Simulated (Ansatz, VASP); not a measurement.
## Two plane-wave programs on InPd

Contents of POSCAR:

```
InPd
1.0
    3.3360556752      0.0000000000      0.0000000000
    0.0000000000      3.3360556752      0.0000000000
    0.0000000000      0.0000000000      3.3360556752
In Pd
1 1
Direct
    0.0000000000      0.0000000000      0.0000000000
    0.5000000000      0.5000000000      0.5000000000
```

Contents of INCAR.step1:

```
  PREC = Accurate
  ENCUT = 520
  EDIFF = 1E-5
  ISMEAR = -1
  SIGMA = 0.05
  LREAL = F
  LASPH = T
  NELM = 100
  ALGO = Normal
  ISIF = 2
  LWAVE = T
  LCHARG = F
  GGA = PE
  NBANDS = 18
```

The input INCAR.step2:

```
  PREC = Accurate
  ENCUT = 520
  EDIFF = 1E-6
  ISMEAR = -1
  SIGMA = 0.05
  LREAL = F
  LASPH = T
  NELM = 100
  ALGO = Normal
  ISIF = 2
  LWAVE = F
  LCHARG = F
  GGA = PE
  LHFCALC = T
  AEXX = 0.25
  PRECFOCK = Normal
  ISTART = 1
  NBANDS = 18
```

The input KPOINTS:

```
Automatic mesh
0
Gamma
  6 6 6
```

File input:

```
crystal:
  lattice:
    - [3.3360556752, 0.0, 0.0]
    - [0.0, 3.3360556752, 0.0]
    - [0.0, 0.0, 3.3360556752]
  atoms:
    - { symbol: In, position: [0.0, 0.0, 0.0] }
    - { symbol: Pd, position: [0.5, 0.5, 0.5] }
hamiltonian:
  xc: pbe0
  pseudopotentials: { kind: paw }
kpoints:
  mp_grid: { grid: [6, 6, 6] }
scf:
  occupations: { method: fermi_dirac, width: 0.05 }
output:
  forces: true
  stress: true
  eigenvalues: true
```

Alike in both runs: task single point; functional PBE0; k mesh 6 × 6 × 6; occupations fermi-dirac, width 0.05 eV; no spin polarisation.

|  | VASP | Ansatz |
| --- | --- | --- |
| version | VASP 6.6.1 | Ansatz 0.2.0 |
| potentials or method | VASP PAW PBE potentials, release 64 (In_d, Pd) | Ansatz PAW |
| plane-wave cutoff (eV) | 520 | 420 |
| valence electrons in the cell | 23 | 31 |

Ansatz gave:

| Property | Result |
| --- | --- |
| gap on the k mesh at the Fermi level (eV) | none |
| pressure (GPa) | -6.6 |

**Question.** What did VASP give for the same quantities?

**Answer.** gap on the k mesh at the Fermi level (eV): none; pressure (GPa): -6.5.

A gap of «none» marks a metal or a gap that the smearing closes. VASP's potentials hold 23 valence electrons a cell and Ansatz's 31, so a difference there can come from the potentials and not from the codes.
